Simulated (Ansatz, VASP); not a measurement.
# C in VASP and in Ansatz

```xyz
2
Lattice="0.0000 2.1053 3.3520 1.2161 0.0000 3.3520 1.2161 2.1053 0.0000" Properties=species:S:1:pos:R:3 pbc="T T T"
C     1.2161    0.7759    3.3520
C     1.2161    3.4347    3.3520
```

Alike in both runs: task single point; functional PBE; dispersion D3(BJ); k mesh 16 × 16 × 16; occupations gaussian, width 0.03 eV; no spin polarisation.

```csv
,VASP,Ansatz
version,VASP 6.6.1,Ansatz 0.2.0
potentials or method,"VASP PAW PBE potentials, release 64 (C), cutoff 520 eV","scalar-relativistic, plane waves, PAW"
valence electrons in the cell,8,8
```

```tsv
	VASP	Ansatz	Ansatz less VASP
gap on the k mesh at the Fermi level (eV)	0.10	0.09	-0.002
least direct gap on the mesh (eV)	0.10	0.09	-0.002
pressure (GPa)	22.4	22.1	-0.30
traceless stress, the component that is largest in VASP (GPa)	30.72	30.30	-0.427
rms of the force components (eV/Å)	4.113	4.113	0.0000
```

Atom by atom the forces differ by 0.000 eV/Å (rms over components).
